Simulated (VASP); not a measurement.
Here is a VASP 6.6.1 calculation.

The input INCAR:

```
SYSTEM = InSb
PREC = Accurate
ENCUT = 520
EDIFF = 1E-7
ISMEAR = 0
SIGMA = 0.15
LREAL = .FALSE.
LASPH = .TRUE.
NELM = 80
ALGO = Normal
ISIF = 2
LWAVE = .FALSE.
LCHARG = .FALSE.
GGA = PE
IVDW = 12
NBANDS = 16
```

The input KPOINTS:

```
regular mesh
0
G
  12 12 12
  0 0 0
```

Contents of POSCAR:

```
InSb
1.0
    3.8457285200      0.0000000000      0.0000000000
    0.0000000000      3.7695754800      0.0000000000
    0.0000000000      0.0000000000      3.8076520000
In Sb
1 1
Direct
    0.0000000000      0.0000000000      0.0000000000
    0.5000000000      0.5000000000      0.5000000000
```

Potentials or basis: VASP PAW PBE potentials, release 64 (In_d, Sb).

Command:

```console
$ cat potpaw_PBE.64/In_d/POTCAR potpaw_PBE.64/Sb/POTCAR > POTCAR
$ mpirun -np 1 vasp_std > vasp.out
```

**Question.** Predict the band gap on the k mesh.

**Answer.** Zero (bands 9 and 10 overlap by 3.40 eV).

**Question.** Predict the dispersion energy per atom.

**Answer.** -0.409 eV.

**Question.** What does it give for the pressure?

**Answer.** -2.6 GPa.

Stress tensor (GPa, compression positive):
```
-2.48  0.00  0.00
 0.00 -2.67  0.00
 0.00  0.00 -2.55
```

Caveat: the cell differs from its parent crystal (strain +0.0100 x Voigt [1, -1, 0, 0, 0, 0]); spin-orbit coupling is left out, which moves the levels of the heavy elements.
